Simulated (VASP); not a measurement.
Wanted: the native input for a VASP 6.6.1 run.

| Property | Result |
| --- | --- |
| Task | single point |
| Functional | BLYP |
| Potentials or basis | VASP PAW PBE potentials, release 64 (Y_sv) |
| Cutoff | 520 eV |
| k mesh | 12 × 12 × 12 |
| Occupations | fermi-dirac, width 0.1 eV |
| Spin | no spin polarisation |
| Dipole correction | no |
| Further INCAR settings | ALGO = Normal; EDIFF = 1e-07; NBANDS = 12 |

The structure of Y lies in POSCAR:

```
Y
1.0
    0.0000000000      2.6242708914      2.6242708914
    2.6242708914      0.0000000000      2.6242708914
    2.6242708914      2.6242708914      0.0000000000
Y
1
Direct
    0.0000000000      0.0000000000      0.0000000000
```

This cell differs from its parent crystal: volume scaled by 1.08.

These files were run (other wordings do the same):

INCAR

```
PREC = Accurate ; ENCUT = 520
EDIFF = 1E-7 ; ISMEAR = -1
SIGMA = 0.1 ; LREAL = False
LASPH = True ; NELM = 80
ALGO = Normal ; ISIF = 2
LWAVE = False ; LCHARG = False
GGA = B5 ; ALDAX = 1.0
AGGAX = 1.0 ; AGGAC = 1.0
ALDAC = 0.0 ; NBANDS = 12
```

KPOINTS

```
Automatic mesh
0
Gamma
  12 12 12
```

Potentials or basis: VASP PAW PBE potentials, release 64 (Y_sv).

Launch:

```console
$ cat potpaw_PBE.64/Y_sv/POTCAR > POTCAR
$ mpirun -np 1 vasp_std > vasp.out
```

It gave:

```json
{"Pressure": "-2.5 GPa"}
```

Caveat: the PAW data sets were made with another functional, which shifts forces and pressure a little.

Wall time 21 s on 1 thread of Intel(R) Xeon(R) 6975P-C (Granite Rapids) (shared host), peak memory 0.19 GiB.
